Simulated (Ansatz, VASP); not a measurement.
**PbO2: VASP beside Ansatz**

```xyz
3
Lattice="0.0000 2.6468 2.6468 2.6468 0.0000 2.6468 2.6468 2.6468 0.0000" Properties=species:S:1:pos:R:3 pbc="T T T"
Pb    0.0000    0.0000    0.0000
O     3.9703    3.9703    3.9703
O     1.3234    1.3234    1.3234
```

Change from the starting cell: volume scaled by 0.94.

Alike in both runs: task single point; functional PBEsol; k mesh 9 × 9 × 9; occupations fermi-dirac, width 0.05 eV; no spin polarisation.

```csv
,VASP,Ansatz
version,VASP 6.6.1,Ansatz 0.2.0
potentials or method,"VASP PAW PBE potentials, release 64 (Pb_d, O), cutoff 520 eV","all-electron LAPW, scalar-relativistic"
```

Ansatz gave:

```
gap on the k mesh at the Fermi level (eV) : none
pressure (GPa)                            : 3.4
```

What did VASP give for the same quantities?

gap on the k mesh at the Fermi level (eV): none; pressure (GPa): 3.7.

VASP's potentials were made for PBE, not for PBEsol. A gap of «none» marks a metal or a gap that the smearing closes. Ansatz ran all-electron here, and VASP with PAW potentials.

Neither program's run includes spin-orbit coupling.
